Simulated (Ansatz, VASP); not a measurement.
## Two plane-wave programs on Ge3Pd

```
Ge Pd
1.0
     3.73851    0.00000    0.00000
    -1.86926    3.23765    0.00000
     0.00000    0.00000    6.20256
Ge Pd
3 1
Direct
  0.29553 0.00000 0.50000
  0.00000 0.29553 0.50000
  0.70447 0.70447 0.50000
  0.00000 0.00000 0.00000
```

Alike in both runs: task single point; functional PBE; k mesh 6 × 6 × 4; occupations gaussian, width 0.1 eV; no spin polarisation.

```csv
,VASP,Ansatz
version,VASP 6.6.1,Ansatz 0.2.0
potentials or method,"VASP PAW PBE potentials, release 64 (Ge_d, Pd), cutoff 520 eV","scalar-relativistic, plane waves, PAW"
valence electrons in the cell,52,60
```

|  | VASP | Ansatz | Ansatz less VASP |
| --- | --- | --- | --- |
| gap on the k mesh at the Fermi level (eV) | none | none | - |
| rms of the force components (eV/Å) | 8.344 | 7.815 | -0.5290 |

Atom by atom the forces differ by 0.529 eV/Å (rms over components). A gap of «none» marks a metal or a gap that the smearing closes. VASP's potentials hold 52 valence electrons a cell and Ansatz's 60, so a difference there can come from the potentials and not from the codes.
